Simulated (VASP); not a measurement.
# Si3Sb2Te (R-3m) in VASP: single point with PBE

Aim: the single point of Si3Sb2Te with PBE.

Program: VASP 6.6.1. These are calculated values, not measurements. Logs are shortened: lines on timing, memory, paths and dates and some standing lists are left out, and cuts for length are marked.

### Step 1. The cell of the first run

It takes space group R-3m (No. 166, trigonal). Conventional cell: a = 4.492 Å, b = 4.492 Å, c = 24.864 Å, α = 90.00°, β = 90.00°, γ = 120.00°. Within 3.6 Å of Si (site symmetry -3m) lie 6 Si at 2.75 Å and 6 Sb at 3.31 Å. Si (site symmetry 3m) has 6 Si at 2.75 to 3.16 Å and 4 Sb at 2.84 to 2.96 Å and 1 Te at 3.24 Å within 3.6 Å. Sb (site symmetry 3m) has 7 Si at 2.84 to 3.31 Å and 3 Te at 3.33 Å within 3.7 Å. Within 4.3 Å of Te (site symmetry -3m) lie 2 Si at 3.24 Å and 6 Sb at 3.33 Å.

### Step 2. Single point, PBE

Input file INCAR:

```
SYSTEM = Si3Sb2Te
  PREC = Accurate
  ENCUT = 500
  EDIFF = 1E-6
  ISMEAR = 0
  SIGMA = 0.2
  LREAL = .FALSE.
  LASPH = .TRUE.
  NELM = 120
  ALGO = Normal
  ISIF = 2
  LWAVE = .FALSE.
  LCHARG = .FALSE.
  GGA = PE
  NBANDS = 23
  GGA_COMPAT = .FALSE.
```

Input file KPOINTS:

```
Automatic mesh
0
G
  4 4 4
  0 0 0
```

Input file POSCAR:

```
Si3Sb2Te
1.0
    2.2462084363      1.2968490437      8.2881000437
   -2.2462084363      1.2968490437      8.2881000437
    0.0000000000     -2.5936980925      8.2881000429
Si Sb Te
3 2 1
Direct
    0.0000000000      0.0000000000      0.0000000000
    0.3696520817      0.3696520817      0.3696520817
    0.6303479183      0.6303479183      0.6303479183
    0.7494159221      0.7494159221      0.7494159221
    0.2505840779      0.2505840779      0.2505840779
    0.5000000000      0.5000000000      0.5000000000
```

Potentials or basis: VASP PAW PBE potentials, release 64 (Si, Sb, Te).

Run with:

```bash
$ cat potpaw_PBE.64/Si/POTCAR potpaw_PBE.64/Sb/POTCAR potpaw_PBE.64/Te/POTCAR > POTCAR
$ mpirun -np 1 vasp_std > vasp.out
```

OUTCAR:

```text
SYSTEM = Si3Sb2Te
   PREC = Accurate
   ENCUT = 500
   EDIFF = 1E-6
   ISMEAR = 0
   LREAL = .FALSE.
   LASPH = .TRUE.
   NELM = 120
   ISIF = 2
   GGA = PE

 ion  position               nearest neighbor table
   1  0.000  0.000  0.000-   3 2.75   3 2.75   2 2.75   2 2.75   3 2.75   2 2.75   4 3.31   5 3.31
                             4 3.31   5 3.31   4 3.31   5 3.31
   2  0.370  0.370  0.370-   1 2.75   1 2.75   1 2.75   4 2.84   4 2.84   4 2.84   5 2.96   6 3.24

   3  0.630  0.630  0.630-   1 2.75   1 2.75   1 2.75   5 2.84   5 2.84   5 2.84   4 2.96   6 3.24

   4  0.749  0.749  0.749-   2 2.84   2 2.84   2 2.84   3 2.96   1 3.31   1 3.31   1 3.31   6 3.33
                             6 3.33   6 3.33
   5  0.251  0.251  0.251-   3 2.84   3 2.84   3 2.84   2 2.96   1 3.31   1 3.31   1 3.31   6 3.33
                             6 3.33   6 3.33
   6  0.500  0.500  0.500-   2 3.24   3 3.24   5 3.33   5 3.33   4 3.33   4 3.33   5 3.33   4 3.33

  LATTYP: Found a trigonal (rhomboedric) cell.
 ALAT       =     8.6844615329
 COS(alpha) =     0.8662036358

  Lattice vectors:

 A1 = (   2.2462084363,   1.2968490437,   8.2881000437)
 A2 = (  -2.2462084363,   1.2968490437,   8.2881000437)
 A3 = (   0.0000000000,  -2.5936980925,   8.2881000429)

Analysis of symmetry for initial positions (statically):
=====================================================================
 Subroutine PRICEL returns:
 Original cell was already a primitive cell.

 Routine SETGRP: Setting up the symmetry group for a
 trigonal (rhombohedral) supercell.

 Subroutine GETGRP returns: Found 12 space group operations
 (whereof 12 operations were pure point group operations)
 out of a pool of 12 trial point group operations.

The static configuration has the point symmetry D_3d.

Analysis of symmetry for dynamics (positions and initial velocities):
=====================================================================
 Subroutine PRICEL returns:
 Original cell was already a primitive cell.

 Routine SETGRP: Setting up the symmetry group for a
 trigonal (rhombohedral) supercell.

 Subroutine GETGRP returns: Found 12 space group operations
 (whereof 12 operations were pure point group operations)
 out of a pool of 12 trial point group operations.

The dynamic configuration has the point symmetry D_3d.

 Subroutine INISYM returns: Found 12 space group operations
 (whereof 12 operations are pure point group operations),
 and found     1 'primitive' translations

----------------------------------------------------------------------------------------

                                     Primitive cell

  volume of cell :     144.8591

  direct lattice vectors                    reciprocal lattice vectors
     2.246208436  1.296849044  8.288100044     0.222597330  0.128516628  0.040218305
    -2.246208436  1.296849044  8.288100044    -0.222597330  0.128516628  0.040218305
     0.000000000 -2.593698092  8.288100043     0.000000000 -0.257033257  0.040218305

  length of vectors
     8.684461533  8.684461533  8.684461533     0.260160733  0.260160733  0.260160733

  position of ions in fractional coordinates (direct lattice)
     0.000000000  0.000000000  0.000000000
     0.369652082  0.369652082  0.369652082
     0.630347918  0.630347918  0.630347918
     0.749415922  0.749415922  0.749415922
     0.250584078  0.250584078  0.250584078
     0.500000000  0.500000000  0.500000000

  ion indices of the primitive-cell ions
   primitive index   ion index
                 1           1
                 2           2
                 3           3
                 4           4
                 5           5
                 6           6

----------------------------------------------------------------------------------------

 KPOINTS: Automatic mesh

Automatic generation of k-mesh.
 Grid dimensions read from file:
 generate k-points for:    4    4    4

 Generating k-lattice:

  Cartesian coordinates                     Fractional coordinates (reciprocal lattice)
     0.055649332  0.032129157  0.010054576     0.250000000 -0.000000000 -0.000000000
    -0.055649332  0.032129157  0.010054576    -0.000000000  0.250000000 -0.000000000
     0.000000000 -0.064258314  0.010054576     0.000000000  0.000000000  0.250000000

  Length of vectors
     0.065040183  0.065040183  0.065040183

  Shift w.r.t. Gamma in fractional coordinates (k-lattice)
     0.000000000  0.000000000  0.000000000

 Subroutine IBZKPT returns following result:
 ===========================================

 Found     13 irreducible k-points:

 Following reciprocal coordinates:
            Coordinates               Weight
  0.000000  0.000000  0.000000      1.000000
  0.250000  0.000000  0.000000      6.000000
  0.500000  0.000000  0.000000      3.000000
  0.250000  0.250000  0.000000      6.000000
  0.500000  0.250000  0.000000     12.000000
 -0.250000  0.250000  0.000000      6.000000
  0.500000  0.500000  0.000000      3.000000
  0.250000  0.250000  0.250000      2.000000
  0.500000  0.250000  0.250000      6.000000
 -0.250000  0.250000  0.250000      6.000000
  0.500000  0.500000  0.250000      6.000000
 -0.250000  0.500000  0.250000      6.000000
  0.500000  0.500000  0.500000      1.000000
   k-points           NKPTS =     13   k-points in BZ     NKDIM =     13   number of bands    NBANDS=     23
   number of dos      NEDOS =    301   number of ions     NIONS =      6
   total plane-waves  NPLWV = 262144
   dimension x,y,z NGX =    64 NGY =   64 NGZ =   64
   dimension x,y,z NGXF=   128 NGYF=  128 NGZF=  128
   ions per type =               3   2   1
   NGX,Y,Z   is equivalent  to a cutoff of  12.25, 12.25, 12.25 a.u.
   NGXF,Y,Z  is equivalent  to a cutoff of  24.50, 24.50, 24.50 a.u.
 SYSTEM =  Si3Sb2Te
   PREC   = accura    normal or accurate (medium, high low for compatibility)
   ISTART =      0    job   : 0-new  1-cont  2-samecut
   ICHARG =      2    charge: 1-file 2-atom 10-const
   ISPIN  =      1    spin polarized calculation?
   LNONCOLLINEAR =      F non collinear calculations
   LSORBIT =      F    spin-orbit coupling
   LASPH  =      T    aspherical Exc in radial PAW
   ENCUT  =  500.0 eV  36.75 Ry    6.06 a.u.  15.83 15.83 15.83*2*pi/ulx,y,z
   NELM   =    120;   NELMIN=  2; NELMDL= -5     # of ELM steps
   EDIFF  = 0.1E-05   stopping-criterion for ELM
   LREAL  =      F    real-space projection
   EDIFFG = 0.1E-04   stopping-criterion for IOM
   NSW    =      0    number of steps for IOM
   IBRION =     -1    ionic relax: 0-MD 1-quasi-New 2-CG
   NFREE  =      0    steps in history (QN), initial steepest desc. (CG)
   ISIF   =      2    stress and relaxation
   ISYM   =      2    0-nonsym 1-usesym 2-fastsym
   POTIM  = 0.5000    time-step for ionic-motion
   TEBEG  =    0.0;   TEEND  =   0.0 temperature during run
   PSTRESS=    0.0 pullay stress
   NELECT =      28.0000    total number of electrons
   NUPDOWN=      -1.0000    fix difference up-down
   EMIN   =  10.00;   EMAX   =-10.00  energy-range for DOS
   EFERMI =   0.00;   METHOD = LEGACY
   ISMEAR =     0;   SIGMA  =   0.20  broadening in eV -4-tet -1-fermi 0-gaus
   EFERMI_NEDOS =   21; number of points for ismear=-14 and -15
   IALGO  =     38    algorithm
   IMIX   =      4    mixing-type and parameters
     AMIX     =   0.40;   BMIX     =  1.00
     AMIX_MAG =   1.60;   BMIX_MAG =  1.00
  volume/ion in A,a.u.               =      24.14       162.93
  Fermi-wavevector in a.u.,A,eV,Ry     =   0.946554  1.788729 12.190348  0.895965
  Thomas-Fermi vector in A             =   2.074563
   LORBIT       =      0    0 simple, 1 ext, 2 COOP (PROOUT), +10 PAW based schemes
   GGA     = PE    functional components
   LHFCALC =     F    Hartree Fock is set to
   AEXX    =    0.0000 exact exchange contribution
   IVDW    =     0    specifies the selected vdW correction
   LEPSILON=     F    determine dielectric tensor
   LRPA    =     F    only Hartree local field effects (RPA)
 non-spin polarized calculation
 Gauss-broadening in eV      SIGMA  =   0.20
  energy-cutoff  :      500.00
  volume of cell :      144.86
 maximum number of plane-waves:      3721
   NGX = 31   NGY = 31   NGZ = 31

 number of electron      27.9999999 magnetization

 Free energy of the ion-electron system (eV)
  ---------------------------------------------------
  ext. energy  EPLUGINS =         0.00000000
  ---------------------------------------------------
  free energy    TOTEN  =       -25.04698325 eV

  energy without entropy =      -24.98539425  energy(sigma->0) =      -25.01618875

 E-fermi :   7.0739     XC(G=0):  -9.7784

 val. band max:        7.0656705920   @ k =   0.5000   0.5000   0.2500
 cond. band min:       7.1671024854   @ k =   0.5000   0.2500   0.2500
 fundamental gap:      0.1014318934
 Fermi energy:         7.0739304349

 k-point     1 :       0.0000    0.0000    0.0000
  band No.  band energies     occupation
      1      -5.8599      2.00000
      2      -3.9971      2.00000
      3      -3.6106      2.00000
      4       0.6630      2.00000
      5       2.6148      2.00000
      6       3.9002      2.00000
[... 15 lines left out ...]
     22      11.3050      0.00000
     23      11.3050      0.00000

 k-point     2 :       0.2500    0.0000    0.0000
  band No.  band energies     occupation
      1      -5.3075      2.00000
      2      -3.7706      2.00000
      3      -3.0546      2.00000
      4      -0.1886      2.00000
      5       0.1946      2.00000
      6       2.2265      2.00000
[... 15 lines left out ...]
     22      11.3780      0.00000
     23      11.8825      0.00000

 k-point     3 :       0.5000    0.0000    0.0000
  band No.  band energies     occupation
      1      -4.2501      2.00000
      2      -3.1037      2.00000
      3      -3.0627      2.00000
      4      -1.8791      2.00000
      5      -0.4214      2.00000
      6       1.1068      2.00000
[... 15 lines left out ...]
     22      12.0468      0.00000
     23      12.1570      0.00000
[... 209 lines left out ...]
 k-point    12 :      -0.2500    0.5000    0.2500
  band No.  band energies     occupation
      1      -4.0415      2.00000
      2      -3.8939      2.00000
      3      -2.5021      2.00000
      4      -1.0781      2.00000
      5      -0.5686      2.00000
      6      -0.1136      2.00000
[... 15 lines left out ...]
     22      12.4515      0.00000
     23      12.5912      0.00000

 k-point    13 :       0.5000    0.5000    0.5000
  band No.  band energies     occupation
      1      -5.5612      2.00000
      2      -5.0643      2.00000
      3      -2.1264      2.00000
      4      -0.5736      2.00000
      5       2.6016      2.00000
      6       4.0333      2.00000
[... 15 lines left out ...]
     22      10.9693      0.00000
     23      11.4826      0.00000

------------------------ aborting loop because EDIFF is reached ----------------------------------------

  FORCE on cell =-STRESS in cart. coord.  units (eV):
  Direction    XX          YY          ZZ          XY          YZ          ZX
  --------------------------------------------------------------------------------------
  -------------------------------------------------------------------------------------
  Total        0.0291446      0.0291446      0.3790855      0.0000000     -0.0000000      0.0000000
  in kB        0.3223469      0.3223469      4.1927797      0.0000000     -0.0000000      0.0000000
  external PRESSURE =       1.6124911 kB  Pullay stress =       0.0000000 kB

 VOLUME and BASIS-vectors are now :
 -----------------------------------------------------------------------------
  energy-cutoff  :      500.00
  volume of cell :      144.86
      direct lattice vectors                 reciprocal lattice vectors
     2.246208436  1.296849044  8.288100044     0.222597330  0.128516628  0.040218305
    -2.246208436  1.296849044  8.288100044    -0.222597330  0.128516628  0.040218305
     0.000000000 -2.593698092  8.288100043     0.000000000 -0.257033257  0.040218305

 POSITION                                       TOTAL-FORCE (eV/Angst)
 -----------------------------------------------------------------------------------
      0.00000      0.00000      0.00000         0.000000      0.000000      0.000000
      0.00000     -0.00000      9.19114         0.000000     -0.000000      0.056278
      0.00000     -0.00000     15.67316         0.000000      0.000000     -0.056278
      0.00000     -0.00000     18.63370         0.000000     -0.000000      0.056655
      0.00000     -0.00000      6.23060         0.000000      0.000000     -0.056655
      0.00000     -0.00000     12.43215         0.000000      0.000000      0.000000
 -----------------------------------------------------------------------------------
    total drift:                               -0.000000     -0.000000     -0.000000

  FREE ENERGIE OF THE ION-ELECTRON SYSTEM (eV)
  ---------------------------------------------------
  free  energy   TOTEN  =       -25.0469832489 eV

  energy  without entropy=      -24.9853942526  energy(sigma->0) =      -25.01618875
```

It took 84 s on 1 thread of AMD EPYC 9R45 (Zen 5), shared host; peak memory 0.52 GiB.

What came out:

```
Free energy            : -25.0470 eV
Pressure               : 0.2 GPa
Largest force          : 0.057 eV/Å
Band gap on the k mesh : zero (band 14 reaches 7.28 eV, above the bottom of band 15 at 6.20 eV)
```

Forces in eV/Å, atoms in the order of the input:
```
Si   0.000  0.000  0.000
Si   0.000  0.000  0.056
Si   0.000  0.000 -0.056
Sb   0.000  0.000  0.057
Sb   0.000  0.000 -0.057
Te   0.000  0.000  0.000
```

Caveat: the k points lie up to 0.41 Å⁻¹ apart; spin-orbit coupling is left out, which moves the levels of the heavy elements.
